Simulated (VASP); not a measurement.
Be2Se, 3 atoms in the cell. It takes space group P4/mmm (No. 123, tetragonal). The conventional cell has a = 2.686 Å, b = 2.686 Å, c = 6.635 Å, α = 90.00°, β = 90.00°, γ = 90.00°. Be (site symmetry 4mm) has 5 Be at 2.03 to 2.69 Å and 1 Se at 2.30 Å within 2.7 Å. Se (site symmetry 4/mmm) has 2 Be at 2.30 Å and 4 Se at 2.69 Å within 3.0 Å. The cell was built from a structure type or drawn by symmetry, and may not be a known phase.

```yaml
Program: VASP 6.6.1
Task: single point
Functional: PBE
Potentials_or_basis: VASP PAW PBE potentials, release 64 (Be, Se)
Cutoff: 600 eV
k_mesh: 7 × 7 × 3
Occupations: gaussian, width 0.2 eV
Spin: no spin polarisation
Dipole_correction: no
Further_INCAR_settings: ALGO = Normal; EDIFF = 1e-06; NBANDS = 12
```

Potentials or basis: VASP PAW PBE potentials, release 64 (Be, Se).

Run with:

```sh
$ cat potpaw_PBE.64/Be/POTCAR potpaw_PBE.64/Se/POTCAR > POTCAR
$ mpirun -np 1 vasp_std > vasp.out
```

Hardware: 1 thread of Intel Xeon 8259CL (shared host).

How long does it take, and how much memory?

Wall time 25 s on 1 thread of Intel Xeon 8259CL, with other jobs on the host, peak memory 0.18 GiB. Counts: scf iterations 14, k points 20.
